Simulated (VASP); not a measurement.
# Ti3H in VASP: notebook

The runs below take Ti3H through single point, with PBE.

Program: VASP 6.6.1. These are calculated values, not measurements. Logs are shortened: lines on timing, memory, paths and dates and some standing lists are left out, and cuts for length are marked.

## Step 1: The cell of the first run

The cell holds a slab with vacuum, 8 atoms: a = 4.604 Å, b = 4.604 Å, c = 22.497 Å, α = 90.00°, β = 90.00°, γ = 120.00°.

## Step 2: Single point, PBE

INCAR

```
SYSTEM = Ti3H
PREC     = Accurate       ! precision mode
ENCUT    = 520            ! plane-wave cutoff, eV
EDIFF    = 1E-6           ! SCF threshold, eV
ISMEAR   = 0              ! smearing method
SIGMA    = 0.1            ! smearing width, eV
LREAL    = .False.        ! projectors in reciprocal space
LASPH    = .True.         ! aspherical terms in the spheres
NELM     = 60             ! most SCF steps
ALGO     = Normal         ! electronic algorithm
ISIF     = 2              ! what is computed and relaxed
LWAVE    = .False.        ! write WAVECAR
LCHARG   = .True.         ! write CHGCAR
LDIPOL   = .True.       
IDIPOL   = 3            
DIPOL    = 0.5 0.5 0.336
GGA      = PE             ! functional
LELF     = .True.         ! ELF
LVHAR    = .True.       
LVACPOTAV= .True.       
NBANDS   = 47             ! bands
```

KPOINTS

```
regular mesh
0
Gamma
  6 6 1
  0 0 0
```

POSCAR

```
Ti3H
1.0
    4.6039800811      0.0000000000      0.0000000000
   -2.3019900405      3.9871637087      0.0000000000
    0.0000000000      0.0000000000     22.4969948581
Ti H
6 2
Direct
    0.6666666667      0.3333333333      0.1778015253
    0.3333333333      0.6666666667      0.2195752601
    0.0000000000      0.0000000000      0.2613489950
    0.6666666667      0.3333333333      0.2980583739
    0.3333333333      0.6666666667      0.3304600279
    0.0000000000      0.0000000000      0.3776946615
    0.2757109188      0.7242890812      0.5110458055
    0.3909557479      0.6090442521      0.5110458055
```

Potentials or basis: VASP PAW PBE potentials, release 64 (Ti_sv, H).

On the command line:

```sh
cat potpaw_PBE.64/Ti_sv/POTCAR potpaw_PBE.64/H/POTCAR > POTCAR
mpirun -np 1 vasp_std > vasp.out
```

OUTCAR:

```text
SYSTEM = Ti3H
   PREC = Accurate
   ENCUT = 520
   EDIFF = 1E-6
   ISMEAR = 0
   LREAL = .False.
   LASPH = .True.
   NELM = 60
   ISIF = 2
   GGA = PE

 ion  position               nearest neighbor table
   1  0.667  0.333  0.178-   4 2.71   2 2.82   2 2.82   2 2.82
   2  0.333  0.667  0.220-   5 2.49   1 2.82   1 2.82   3 2.82   1 2.82   3 2.82   3 2.82
   3  0.000  0.000  0.261-   6 2.62   4 2.78   4 2.78   4 2.78   2 2.82   2 2.82   2 2.82
   4  0.667  0.333  0.298-   1 2.71   5 2.76   5 2.76   5 2.76   3 2.78   3 2.78   3 2.78
   5  0.333  0.667  0.330-   2 2.49   4 2.76   4 2.76   4 2.76   6 2.86   6 2.86   6 2.86
   6  0.000  0.000  0.378-   3 2.62   5 2.86   5 2.86   5 2.86
   7  0.276  0.724  0.511-
   8  0.391  0.609  0.511-

  LATTYP: Found a hexagonal cell.
 ALAT       =     4.6039800811
 C/A-ratio  =     4.8864231517

  Lattice vectors:

 A1 = (   4.6039800811,   0.0000000000,   0.0000000000)
 A2 = (  -2.3019900405,   3.9871637087,   0.0000000000)
 A3 = (   0.0000000000,   0.0000000000,  22.4969948581)

Analysis of symmetry for initial positions (statically):
=====================================================================
 Subroutine PRICEL returns:
 Original cell was already a primitive cell.

 Routine SETGRP: Setting up the symmetry group for a
 hexagonal supercell.

 Subroutine GETGRP returns: Found  2 space group operations
 (whereof  2 operations were pure point group operations)
 out of a pool of 24 trial point group operations.

The static configuration has the point symmetry C_1h.

Analysis of symmetry for dynamics (positions and initial velocities):
=====================================================================
 Subroutine PRICEL returns:
 Original cell was already a primitive cell.

 Routine SETGRP: Setting up the symmetry group for a
 hexagonal supercell.

 Subroutine GETGRP returns: Found  2 space group operations
 (whereof  2 operations were pure point group operations)
 out of a pool of 24 trial point group operations.

The dynamic configuration has the point symmetry C_1h.

 Subroutine INISYM returns: Found  2 space group operations
 (whereof  2 operations are pure point group operations),
 and found     1 'primitive' translations

----------------------------------------------------------------------------------------

                                     Primitive cell

  volume of cell :     412.9733

  direct lattice vectors                    reciprocal lattice vectors
     4.603980081  0.000000000  0.000000000     0.217203372  0.125402426  0.000000000
    -2.301990040  3.987163709  0.000000000     0.000000000  0.250804851  0.000000000
     0.000000000  0.000000000 22.496994858     0.000000000  0.000000000  0.044450381

  length of vectors
     4.603980081  4.603980081 22.496994858     0.250804851  0.250804851  0.044450381

  position of ions in fractional coordinates (direct lattice)
     0.666666667  0.333333333  0.177801525
     0.333333333  0.666666667  0.219575260
     0.000000000  0.000000000  0.261348995
     0.666666667  0.333333333  0.298058374
     0.333333333  0.666666667  0.330460028
     0.000000000  0.000000000  0.377694662
     0.275710919  0.724289081  0.511045805
     0.390955748  0.609044252  0.511045805

  ion indices of the primitive-cell ions
   primitive index   ion index
                 1           1
                 2           2
                 3           3
                 4           4
                 5           5
                 6           6
                 7           7
                 8           8

----------------------------------------------------------------------------------------

 KPOINTS: regular mesh

Automatic generation of k-mesh.
 Grid dimensions read from file:
 generate k-points for:    6    6    1

 Generating k-lattice:

  Cartesian coordinates                     Fractional coordinates (reciprocal lattice)
     0.036200562  0.020900404  0.000000000     0.166666667  0.000000000  0.000000000
     0.000000000  0.041800809  0.000000000     0.000000000  0.166666667  0.000000000
     0.000000000  0.000000000  0.044450381     0.000000000  0.000000000  1.000000000

  Length of vectors
     0.041800809  0.041800809  0.044450381

  Shift w.r.t. Gamma in fractional coordinates (k-lattice)
     0.000000000  0.000000000  0.000000000

 Subroutine IBZKPT returns following result:
 ===========================================

 Found     13 irreducible k-points:

 Following reciprocal coordinates:
            Coordinates               Weight
  0.000000  0.000000  0.000000      1.000000
  0.166667  0.000000  0.000000      4.000000
 -0.166667  0.166667  0.000000      2.000000
  0.333333  0.000000  0.000000      4.000000
 -0.333333  0.333333  0.000000      2.000000
  0.500000 -0.000000  0.000000      2.000000
  0.500000  0.500000  0.000000      1.000000
  0.166667  0.166667  0.000000      2.000000
 -0.166667  0.333333  0.000000      4.000000
  0.333333  0.166667  0.000000      4.000000
 -0.166667  0.500000  0.000000      4.000000
  0.500000  0.333333  0.000000      4.000000
  0.333333  0.333333  0.000000      2.000000
   k-points           NKPTS =     13   k-points in BZ     NKDIM =     13   number of bands    NBANDS=     47
   number of dos      NEDOS =    301   number of ions     NIONS =      8
   total plane-waves  NPLWV = 217728
   dimension x,y,z NGX =    36 NGY =   36 NGZ =  168
   dimension x,y,z NGXF=    72 NGYF=   72 NGZF=  336
   ions per type =               6   2
   NGX,Y,Z   is equivalent  to a cutoff of  13.00, 13.00, 12.41 a.u.
   NGXF,Y,Z  is equivalent  to a cutoff of  26.00, 26.00, 24.83 a.u.
 SYSTEM =  Ti3H
   PREC   = accura    normal or accurate (medium, high low for compatibility)
   ISTART =      0    job   : 0-new  1-cont  2-samecut
   ICHARG =      2    charge: 1-file 2-atom 10-const
   ISPIN  =      1    spin polarized calculation?
   LNONCOLLINEAR =      F non collinear calculations
   LSORBIT =      F    spin-orbit coupling
   LASPH  =      T    aspherical Exc in radial PAW
   ENCUT  =  520.0 eV  38.22 Ry    6.18 a.u.   8.56  8.56 41.83*2*pi/ulx,y,z
   NELM   =     60;   NELMIN=  2; NELMDL= -5     # of ELM steps
   EDIFF  = 0.1E-05   stopping-criterion for ELM
   LREAL  =      F    real-space projection
   EDIFFG = 0.1E-04   stopping-criterion for IOM
   NSW    =      0    number of steps for IOM
   IBRION =     -1    ionic relax: 0-MD 1-quasi-New 2-CG
   NFREE  =      0    steps in history (QN), initial steepest desc. (CG)
   ISIF   =      2    stress and relaxation
   ISYM   =      2    0-nonsym 1-usesym 2-fastsym
   POTIM  = 0.5000    time-step for ionic-motion
   TEBEG  =    0.0;   TEEND  =   0.0 temperature during run
   PSTRESS=    0.0 pullay stress
   NELECT =      74.0000    total number of electrons
   NUPDOWN=      -1.0000    fix difference up-down
   EMIN   =  10.00;   EMAX   =-10.00  energy-range for DOS
   EFERMI =   0.00;   METHOD = LEGACY
   ISMEAR =     0;   SIGMA  =   0.10  broadening in eV -4-tet -1-fermi 0-gaus
   EFERMI_NEDOS =   21; number of points for ismear=-14 and -15
   IALGO  =     38    algorithm
   IMIX   =      4    mixing-type and parameters
     AMIX     =   0.40;   BMIX     =  1.00
     AMIX_MAG =   1.60;   BMIX_MAG =  1.00
  volume/ion in A,a.u.               =      51.62       348.36
  Fermi-wavevector in a.u.,A,eV,Ry     =   0.922950  1.744122 11.589936  0.851836
  Thomas-Fermi vector in A             =   2.048533
   LORBIT       =      0    0 simple, 1 ext, 2 COOP (PROOUT), +10 PAW based schemes
   GGA     = PE    functional components
   LHFCALC =     F    Hartree Fock is set to
   AEXX    =    0.0000 exact exchange contribution
   IVDW    =     0    specifies the selected vdW correction
   LEPSILON=     F    determine dielectric tensor
   LRPA    =     F    only Hartree local field effects (RPA)
 non-spin polarized calculation
 Gauss-broadening in eV      SIGMA  =   0.10
  energy-cutoff  :      520.00
  volume of cell :      412.97
 maximum number of plane-waves:     11163
 NGX is ok and might be reduce to    36
   NGX = 17   NGY = 17   NGZ = 83

 dipolmoment           0.000000      0.000000      0.116019 electrons x Angstroem

 number of electron      73.9999981 magnetization

 dipolmoment           0.000000      0.000000     -0.019593 electrons x Angstroem

 Free energy of the ion-electron system (eV)
  ---------------------------------------------------
  ext. energy  EPLUGINS =         0.00000000
  ---------------------------------------------------
  free energy    TOTEN  =       -48.15440956 eV

  energy without entropy =      -48.08744942  energy(sigma->0) =      -48.12092949

 E-fermi :  -0.2591     XC(G=0):  -4.2183

 val. band max:       -0.2663919587   @ k =   0.3333   0.3333   0.0000
 cond. band min:      -0.2574855513   @ k =   0.3333   0.3333   0.0000
 fundamental gap:      0.0089064074
 Fermi energy:        -0.2591393562

 k-point     1 :       0.0000    0.0000    0.0000
  band No.  band energies     occupation
      1     -57.3234      2.00000
      2     -57.2966      2.00000
      3     -56.7378      2.00000
      4     -56.6200      2.00000
      5     -56.5616      2.00000
      6     -56.4672      2.00000
[... 39 lines left out ...]
     46       1.5474      0.00000
     47       1.6092      0.00000

 k-point     2 :       0.1667    0.0000    0.0000
  band No.  band energies     occupation
      1     -57.3228      2.00000
      2     -57.2961      2.00000
      3     -56.7284      2.00000
      4     -56.6235      2.00000
      5     -56.5662      2.00000
      6     -56.4698      2.00000
[... 39 lines left out ...]
     46       1.4818      0.00000
     47       1.5524      0.00000

 k-point     3 :      -0.1667    0.1667    0.0000
  band No.  band energies     occupation
      1     -57.3228      2.00000
      2     -57.2961      2.00000
      3     -56.7284      2.00000
      4     -56.6235      2.00000
      5     -56.5662      2.00000
      6     -56.4698      2.00000
[... 489 lines left out ...]
     46       1.2133      0.00000
     47       1.3261      0.00000

 k-point    13 :       0.3333    0.3333    0.0000
  band No.  band energies     occupation
      1     -57.3209      2.00000
      2     -57.2945      2.00000
      3     -56.6773      2.00000
      4     -56.6475      2.00000
      5     -56.5891      2.00000
      6     -56.4785      2.00000
[... 39 lines left out ...]
     46       1.0840      0.00000
     47       1.1853      0.00000

------------------------ aborting loop because EDIFF is reached ----------------------------------------

  FORCE on cell =-STRESS in cart. coord.  units (eV):
  Direction    XX          YY          ZZ          XY          YZ          ZX
  --------------------------------------------------------------------------------------
  -------------------------------------------------------------------------------------
  Total       -6.2464489     -4.6623094     -0.7716615      1.3719051     -0.0296982      0.0514388
  in kB      -24.2338134    -18.0879628     -2.9937491      5.3224627     -0.1152177      0.1995626
  external PRESSURE =     -15.1051751 kB  Pullay stress =       0.0000000 kB

 VOLUME and BASIS-vectors are now :
 -----------------------------------------------------------------------------
  energy-cutoff  :      520.00
  volume of cell :      412.97
      direct lattice vectors                 reciprocal lattice vectors
     4.603980081  0.000000000  0.000000000     0.217203372  0.125402426  0.000000000
    -2.301990040  3.987163709  0.000000000     0.000000000  0.250804851  0.000000000
     0.000000000  0.000000000 22.496994858     0.000000000  0.000000000  0.044450381

 POSITION                                       TOTAL-FORCE (eV/Angst)
 -----------------------------------------------------------------------------------
      2.30199      1.32905      4.00000         0.001855     -0.001071      0.138225
     -0.00000      2.65811      4.93978        -0.001615      0.000932      0.497352
      0.00000      0.00000      5.87957        -0.001422      0.000821     -0.559061
      2.30199      1.32905      6.70542        -0.000142      0.000082     -0.023428
     -0.00000      2.65811      7.43436         0.000594     -0.000343     -0.011110
      0.00000      0.00000      8.49699        -0.016161      0.009331     -0.094703
     -0.39794      2.88786     11.49699         3.017420     -1.742108      0.027875
      0.39794      2.42836     11.49699        -3.000528      1.732356      0.024850
 -----------------------------------------------------------------------------------
    total drift:                               -0.000018      0.000010      0.000173

  FREE ENERGIE OF THE ION-ELECTRON SYSTEM (eV)
  ---------------------------------------------------
  free  energy   TOTEN  =       -48.1544095555 eV

  energy  without entropy=      -48.0874494208  energy(sigma->0) =      -48.12092949

 vacuum level on the upper side and lower side of the slab         2.986         3.179
```

Run time: 5.1 min. Hardware: 1 thread of AMD EPYC 9R45 (Zen 5), shared host; peak memory 0.52 GiB.

What came out:

- Free energy: -48.1544 eV
- Largest force: 3.484 eV/Å
- Band gap on the k mesh: zero (bands 37 and 38 overlap by 0.25 eV)

Forces in eV/Å, atoms in the order of the input:
```
Ti   0.002 -0.001  0.138
Ti  -0.002  0.001  0.497
Ti  -0.001  0.001 -0.559
Ti   0.000  0.000 -0.023
Ti   0.001  0.000 -0.011
Ti  -0.016  0.009 -0.095
H    3.017 -1.742  0.028
H   -3.001  1.732  0.025
```

## Step 3: Single point, PBE

INCAR

```
PREC = Accurate
ENCUT = 520
EDIFF = 1E-6
ISMEAR = 0
SIGMA = 0.1
LREAL = False
LASPH = True
NELM = 60
ALGO = Normal
ISIF = 2
LWAVE = False
LCHARG = False
LDIPOL = True
IDIPOL = 3
DIPOL = 0.5 0.5 0.308
GGA = PE
NBANDS = 47
```

KPOINTS

```
Automatic mesh
0
Gamma
  6 6 1
```

POSCAR, as its differences from that of step 2:

```diff
@@ -14,3 +14,3 @@
     0.0000000000      0.0000000000      0.3776946615
-    0.2757109188      0.7242890812      0.5110458055
-    0.3909557479      0.6090442521      0.5110458055
+    0.2592832011      0.7407167989      0.3976973331
+    0.4073834656      0.5926165344      0.3976973331
```

Potentials or basis: VASP PAW PBE potentials, release 64 (Ti_sv, H).

On the command line:

```sh
cat potpaw_PBE.64/Ti_sv/POTCAR potpaw_PBE.64/H/POTCAR > POTCAR
mpirun -np 1 vasp_std > vasp.out
```

Run time: 5.2 min. Hardware: 1 thread of AMD EPYC 9R45 (Zen 5), shared host; peak memory 0.52 GiB.

It converged, with:

```
Free energy            : -48.7255 eV
Largest force          : 2.584 eV/Å
Band gap on the k mesh : zero (bands 37 and 38 overlap by 0.14 eV)
```

Forces on the atoms (eV/Å):
```
Ti  -0.055  0.032  0.072
Ti  -0.027  0.016  0.092
Ti  -0.099  0.057 -0.551
Ti   0.072 -0.042 -0.286
Ti  -0.268  0.155 -2.566
Ti   0.517 -0.299 -0.111
H   -1.532  0.884  1.602
H    1.392 -0.803  1.747
```

Levels at points of the mesh, in eV from the Fermi level:
| k point | band 34 | band 35 | band 36 | band 37 | band 38 | band 39 | band 40 | band 41 |
| --- | --- | --- | --- | --- | --- | --- | --- | --- |
| (0.00, 0.00, 0.00) | -0.48 | -0.48 | -0.43 | -0.26 | -0.06 | -0.02 | 0.20 | 0.49 |
| (0.50, 0.00, 0.00) | -0.43 | -0.39 | -0.25 | -0.09 | -0.04 | 0.10 | 0.45 | 0.54 |
| (0.50, 0.50, 0.00) | -0.44 | -0.40 | -0.26 | -0.06 | 0.04 | 0.39 | 0.43 | 0.55 |

The gap in the log of VASP goes by the Fermi energy; the results here count the filled bands.